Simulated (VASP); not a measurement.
# SiC (lda) (F-43m) in VASP: single point with LDA

Aim: the single point of SiC (lda) with LDA.

All numbers are computed with VASP 6.6.1; they aren't measurements. Logs are shortened: lines on timing, memory, paths and dates and some standing lists are left out, and cuts for length are marked.

## (1) The cell of the first run

It takes space group F-43m (No. 216, cubic). The conventional cell has a = 4.329 Å, b = 4.329 Å, c = 4.329 Å, α = 90.00°, β = 90.00°, γ = 90.00°. Within 2.5 Å of Si (site symmetry -43m) lie 4 C at 1.87 Å. C (site symmetry -43m) has 4 Si at 1.87 Å within 2.5 Å.

## (2) Single point, LDA

INCAR reads:

```
SYSTEM = SiC
ALGO = Normal ; EDIFF = 1E-6
ENCUT = 600 ; GGA_COMPAT = .False.
ISIF = 2 ; ISMEAR = 0
LASPH = .True. ; LCHARG = .False.
LREAL = .False. ; LWAVE = .False.
NBANDS = 11 ; NELM = 120
PREC = Accurate ; SIGMA = 0.02
```

KPOINTS reads:

```
k-points
0
Gamma
  10 10 10
  0 0 0
```

POSCAR reads:

```
SiC
1.0
    0.0000000000      2.1645334014      2.1645334014
    2.1645334014      0.0000000000      2.1645334014
    2.1645334014      2.1645334014      0.0000000000
Si C
1 1
Direct
    0.7500000000      0.7500000000      0.7500000000
    0.0000000000      0.0000000000      0.0000000000
```

Potentials or basis: VASP PAW LDA potentials, release 64 (Si, C).

The run is started by

```
> cat potpaw_LDA.64/Si/POTCAR potpaw_LDA.64/C/POTCAR > POTCAR
> mpirun -np 1 vasp_std > vasp.out
```

OUTCAR:

```text
SYSTEM = SiC
   EDIFF = 1E-6
   ENCUT = 600
   ISIF = 2
   ISMEAR = 0
   LASPH = .True.
   LREAL = .False.
   NELM = 120
   PREC = Accurate

 ion  position               nearest neighbor table
   1  0.750  0.750  0.750-   2 1.87   2 1.87   2 1.87   2 1.87
   2  0.000  0.000  0.000-   1 1.87   1 1.87   1 1.87   1 1.87

  LATTYP: Found a face centered cubic cell.
 ALAT       =     4.3290668028

  Lattice vectors:

 A1 = (   0.0000000000,   2.1645334014,   2.1645334014)
 A2 = (   2.1645334014,   0.0000000000,   2.1645334014)
 A3 = (   2.1645334014,   2.1645334014,   0.0000000000)

Analysis of symmetry for initial positions (statically):
=====================================================================
 Subroutine PRICEL returns:
 Original cell was already a primitive cell.

 Routine SETGRP: Setting up the symmetry group for a
 face centered cubic supercell.

 Subroutine GETGRP returns: Found 24 space group operations
 (whereof 24 operations were pure point group operations)
 out of a pool of 48 trial point group operations.

The static configuration has the point symmetry T_d .

Analysis of symmetry for dynamics (positions and initial velocities):
=====================================================================
 Subroutine PRICEL returns:
 Original cell was already a primitive cell.

 Routine SETGRP: Setting up the symmetry group for a
 face centered cubic supercell.

 Subroutine GETGRP returns: Found 24 space group operations
 (whereof 24 operations were pure point group operations)
 out of a pool of 48 trial point group operations.

The dynamic configuration has the point symmetry T_d .

 Subroutine INISYM returns: Found 24 space group operations
 (whereof 24 operations are pure point group operations),
 and found     1 'primitive' translations

----------------------------------------------------------------------------------------

                                     Primitive cell

  volume of cell :      20.2826

  direct lattice vectors                    reciprocal lattice vectors
     0.000000000  2.164533401  2.164533401    -0.230996666  0.230996666  0.230996666
     2.164533401  0.000000000  2.164533401     0.230996666 -0.230996666  0.230996666
     2.164533401  2.164533401  0.000000000     0.230996666  0.230996666 -0.230996666

  length of vectors
     3.061112492  3.061112492  3.061112492     0.400097963  0.400097963  0.400097963

  position of ions in fractional coordinates (direct lattice)
     0.750000000  0.750000000  0.750000000
     0.000000000  0.000000000  0.000000000

  ion indices of the primitive-cell ions
   primitive index   ion index
                 1           1
                 2           2

----------------------------------------------------------------------------------------

 KPOINTS: k-points

Automatic generation of k-mesh.
 Grid dimensions read from file:
 generate k-points for:   10   10   10

 Generating k-lattice:

  Cartesian coordinates                     Fractional coordinates (reciprocal lattice)
    -0.023099667  0.023099667  0.023099667     0.100000000  0.000000000  0.000000000
     0.023099667 -0.023099667  0.023099667     0.000000000  0.100000000  0.000000000
     0.023099667  0.023099667 -0.023099667     0.000000000  0.000000000  0.100000000

  Length of vectors
     0.040009796  0.040009796  0.040009796

  Shift w.r.t. Gamma in fractional coordinates (k-lattice)
     0.000000000  0.000000000  0.000000000

 Subroutine IBZKPT returns following result:
 ===========================================

 Found     47 irreducible k-points:

 Following reciprocal coordinates:
            Coordinates               Weight
  0.000000  0.000000  0.000000      1.000000
  0.100000  0.000000  0.000000      8.000000
  0.200000  0.000000  0.000000      8.000000
  0.300000  0.000000  0.000000      8.000000
  0.400000  0.000000  0.000000      8.000000
  0.500000  0.000000  0.000000      4.000000
[... 16 lines left out ...]
  0.300000  0.300000  0.000000      6.000000
  0.400000  0.300000  0.000000     24.000000
 [... further k-points ...]
   k-points           NKPTS =     47   k-points in BZ     NKDIM =     47   number of bands    NBANDS=     11
   number of dos      NEDOS =    301   number of ions     NIONS =      2
   total plane-waves  NPLWV =  13824
   dimension x,y,z NGX =    24 NGY =   24 NGZ =   24
   dimension x,y,z NGXF=    48 NGYF=   48 NGZF=   48
   ions per type =               1   1
   NGX,Y,Z   is equivalent  to a cutoff of  13.03, 13.03, 13.03 a.u.
   NGXF,Y,Z  is equivalent  to a cutoff of  26.07, 26.07, 26.07 a.u.
 SYSTEM =  SiC
   PREC   = accura    normal or accurate (medium, high low for compatibility)
   ISTART =      0    job   : 0-new  1-cont  2-samecut
   ICHARG =      2    charge: 1-file 2-atom 10-const
   ISPIN  =      1    spin polarized calculation?
   LNONCOLLINEAR =      F non collinear calculations
   LSORBIT =      F    spin-orbit coupling
   LASPH  =      T    aspherical Exc in radial PAW
   ENCUT  =  600.0 eV  44.10 Ry    6.64 a.u.   6.11  6.11  6.11*2*pi/ulx,y,z
   NELM   =    120;   NELMIN=  2; NELMDL= -5     # of ELM steps
   EDIFF  = 0.1E-05   stopping-criterion for ELM
   LREAL  =      F    real-space projection
   EDIFFG = 0.1E-04   stopping-criterion for IOM
   NSW    =      0    number of steps for IOM
   IBRION =     -1    ionic relax: 0-MD 1-quasi-New 2-CG
   NFREE  =      0    steps in history (QN), initial steepest desc. (CG)
   ISIF   =      2    stress and relaxation
   ISYM   =      2    0-nonsym 1-usesym 2-fastsym
   POTIM  = 0.5000    time-step for ionic-motion
   TEBEG  =    0.0;   TEEND  =   0.0 temperature during run
   PSTRESS=    0.0 pullay stress
   NELECT =       8.0000    total number of electrons
   NUPDOWN=      -1.0000    fix difference up-down
   EMIN   =  10.00;   EMAX   =-10.00  energy-range for DOS
   EFERMI =   0.00;   METHOD = LEGACY
   ISMEAR =     0;   SIGMA  =   0.02  broadening in eV -4-tet -1-fermi 0-gaus
   EFERMI_NEDOS =   21; number of points for ismear=-14 and -15
   IALGO  =     38    algorithm
   IMIX   =      4    mixing-type and parameters
     AMIX     =   0.40;   BMIX     =  1.00
     AMIX_MAG =   1.60;   BMIX_MAG =  1.00
  volume/ion in A,a.u.               =      10.14        68.44
  Fermi-wavevector in a.u.,A,eV,Ry     =   1.200597  2.268799 19.611884  1.441433
  Thomas-Fermi vector in A             =   2.336429
   LORBIT       =      0    0 simple, 1 ext, 2 COOP (PROOUT), +10 PAW based schemes
   GGA     = CA    functional components
   LHFCALC =     F    Hartree Fock is set to
   AEXX    =    0.0000 exact exchange contribution
   IVDW    =     0    specifies the selected vdW correction
   LEPSILON=     F    determine dielectric tensor
   LRPA    =     F    only Hartree local field effects (RPA)
 non-spin polarized calculation
 Gauss-broadening in eV      SIGMA  =   0.02
  energy-cutoff  :      600.00
  volume of cell :       20.28
 maximum number of plane-waves:       700
   NGX = 13   NGY = 13   NGZ = 13

 number of electron       8.0000000 magnetization

 Free energy of the ion-electron system (eV)
  ---------------------------------------------------
  ext. energy  EPLUGINS =         0.00000000
  ---------------------------------------------------
  free energy    TOTEN  =       -16.64463215 eV

  energy without entropy =      -16.64463215  energy(sigma->0) =      -16.64463215

 E-fermi :   8.3842     XC(G=0): -11.6418

 val. band max:        8.2897633655   @ k =   0.0000   0.0000   0.0000
 cond. band min:       9.5775863964   @ k =   0.5000   0.5000   0.0000
 fundamental gap:      1.2878230309
 Fermi energy:         8.3842160293

 k-point     1 :       0.0000    0.0000    0.0000
  band No.  band energies     occupation
      1      -7.1828      2.00000
      2       8.2898      2.00000
      3       8.2898      2.00000
      4       8.2898      2.00000
      5      14.8172      0.00000
      6      15.6204      0.00000
      7      15.6204      0.00000
      8      15.6204      0.00000
      9      22.8663      0.00000
     10      22.8663      0.00000
     11      24.7728      0.00000

 k-point     2 :       0.1000    0.0000    0.0000
  band No.  band energies     occupation
      1      -6.9838      2.00000
      2       7.2887      2.00000
      3       8.1547      2.00000
      4       8.1547      2.00000
      5      14.9874      0.00000
      6      15.8654      0.00000
      7      15.8654      0.00000
      8      15.9581      0.00000
      9      21.8880      0.00000
     10      21.8880      0.00000
     11      24.5280      0.00000

 k-point     3 :       0.2000    0.0000    0.0000
  band No.  band energies     occupation
      1      -6.3945      2.00000
      2       5.1606      2.00000
      3       7.8454      2.00000
      4       7.8454      2.00000
      5      14.6279      0.00000
      6      16.2210      0.00000
      7      16.2210      0.00000
      8      17.1786      0.00000
      9      21.2100      0.00000
     10      21.2100      0.00000
     11      23.6628      0.00000

 k-point     4 :       0.3000    0.0000    0.0000
  band No.  band energies     occupation
      1      -5.4484      2.00000
      2       2.8188      2.00000
      3       7.5274      2.00000
      4       7.5274      2.00000
      5      14.2159      0.00000
      6      16.0654      0.00000
      7      16.0654      0.00000
      8      18.0906      0.00000
      9      22.0428      0.00000
     10      22.0428      0.00000
     11      23.4237      0.00000
[... 239 lines left out ...]
 k-point    22 :      -0.2000    0.2000    0.0000
  band No.  band energies     occupation
      1      -5.1316      2.00000
      2       3.4976      2.00000
      3       5.0153      2.00000
      4       7.6403      2.00000
      5      14.8534      0.00000
      6      16.4056      0.00000
      7      16.6822      0.00000
      8      17.5015      0.00000
      9      19.8240      0.00000
     10      23.7083      0.00000
     11      27.5510      0.00000

 k-point    23 :       0.3000    0.3000    0.0000
  band No.  band energies     occupation
      1      -4.8617      2.00000
      2       3.9786      2.00000
      3       5.8914      2.00000
      4       5.8914      2.00000
      5      11.4157      0.00000
      6      13.8624      0.00000
      7      19.8643      0.00000
      8      19.8643      0.00000
      9      20.8195      0.00000
     10      25.4651      0.00000
     11      30.0652      0.00000

 k-point    24 :       0.4000    0.3000    0.0000
  band No.  band energies     occupation
      1      -3.9675      2.00000
      2       2.7328      2.00000
      3       5.0842      2.00000
      4       5.6259      2.00000
      5      11.1086      0.00000
      6      13.8750      0.00000
      7      19.9877      0.00000
      8      20.2565      0.00000
      9      22.1090      0.00000
     10      26.4367      0.00000
     11      29.7111      0.00000

 [... further k-points ...]
[... 5 lines left out ...]
  --------------------------------------------------------------------------------------
  -------------------------------------------------------------------------------------
  Total        0.0310478      0.0310478      0.0310478     -0.0000000      0.0000000      0.0000000
  in kB        2.4525521      2.4525521      2.4525521     -0.0000000      0.0000000      0.0000000
  external PRESSURE =       2.4525521 kB  Pullay stress =       0.0000000 kB

 VOLUME and BASIS-vectors are now :
 -----------------------------------------------------------------------------
  energy-cutoff  :      600.00
  volume of cell :       20.28
      direct lattice vectors                 reciprocal lattice vectors
     0.000000000  2.164533401  2.164533401    -0.230996666  0.230996666  0.230996666
     2.164533401  0.000000000  2.164533401     0.230996666 -0.230996666  0.230996666
     2.164533401  2.164533401  0.000000000     0.230996666  0.230996666 -0.230996666

 POSITION                                       TOTAL-FORCE (eV/Angst)
 -----------------------------------------------------------------------------------
      3.24680      3.24680      3.24680         0.000000      0.000000      0.000000
      0.00000      0.00000      0.00000        -0.000000     -0.000000     -0.000000
 -----------------------------------------------------------------------------------
    total drift:                                0.000000      0.000000      0.000000

  FREE ENERGIE OF THE ION-ELECTRON SYSTEM (eV)
  ---------------------------------------------------
  free  energy   TOTEN  =       -16.6446321512 eV

  energy  without entropy=      -16.6446321512  energy(sigma->0) =      -16.64463215
```

Run time: 20 s. Hardware: 1 thread of AMD EPYC 7R13, shared host; peak memory 0.1 GiB.

What came out:

- Free energy: -16.6446 eV
- Pressure: 0.2 GPa
- Band gap on the k mesh: 1.29 eV, indirect (least direct gap 4.52 eV)

Levels at points of the mesh, in eV from the valence-band top:
| k point | band 1 | band 2 | band 3 | band 4 | band 5 | band 6 | band 7 | band 8 |
| --- | --- | --- | --- | --- | --- | --- | --- | --- |
| (0.00, 0.00, 0.00) | -15.47 | 0.00 | 0.00 | 0.00 | 6.53 | 7.33 | 7.33 | 7.33 |
| (0.50, 0.00, 0.00) | -11.78 | -8.67 | -1.06 | -1.06 | 5.57 | 7.21 | 7.21 | 10.03 |
| (0.50, 0.50, 0.00) | -10.28 | -7.88 | -3.23 | -3.23 | 1.29 | 4.26 | 14.06 | 14.06 |

A k mesh can miss the band edges. As with any semilocal functional, this LDA gap is likely too small.
